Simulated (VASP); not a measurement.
Crystal: CuO (Tenorite).

```
Cu O
1.0
     2.29776   -1.67913    0.00000
     2.29776    1.67913    0.00000
    -0.84334    0.00000    5.05944
Cu O
2 2
Direct
  0.49680 0.00320 0.50000
  0.00320 0.49680 0.00000
  0.40560 0.57140 0.75370
  0.57140 0.40560 0.25370
```

Base run:

- Program: VASP 6.6.1
- Functional: PBEsol
- Potentials or basis: VASP PAW PBE potentials, release 64 (Cu_sv_GW, O)
- Cutoff: 700 eV
- k mesh: 8 × 8 × 5
- Occupations: fermi-dirac, width 0.05 eV
- Spin: no spin polarisation

Its results: band gap on the k mesh zero (band 25 reaches 6.30 eV, above the bottom of band 26 at 5.83 eV); pressure 1.3 GPa; largest force 0.825 eV/Å.

The run is repeated on the same cell with these changes: potentials or basis from VASP PAW PBE potentials, release 64 (Cu_sv_GW, O) to VASP PAW PBE potentials, release 64 (Cu, O); cutoff from 700 eV to 520 eV; further incar settings from ALGO = Normal; EDIFF = 1e-06; NBANDS = 33 to ALGO = Normal; EDIFF = 1e-06; NBANDS = 25; valence electrons from 50 to 34. What comes out?

Band gap on the k mesh zero (band 17 reaches 6.27 eV, above the bottom of band 18 at 5.80 eV); pressure 5.0 GPa; largest force 0.841 eV/Å.

Caveats: the PAW data sets were made with another functional, which shifts forces and pressure a little; semilocal functionals often make such compounds metallic where correlation or magnetic order opens a gap, which also shifts bond lengths.
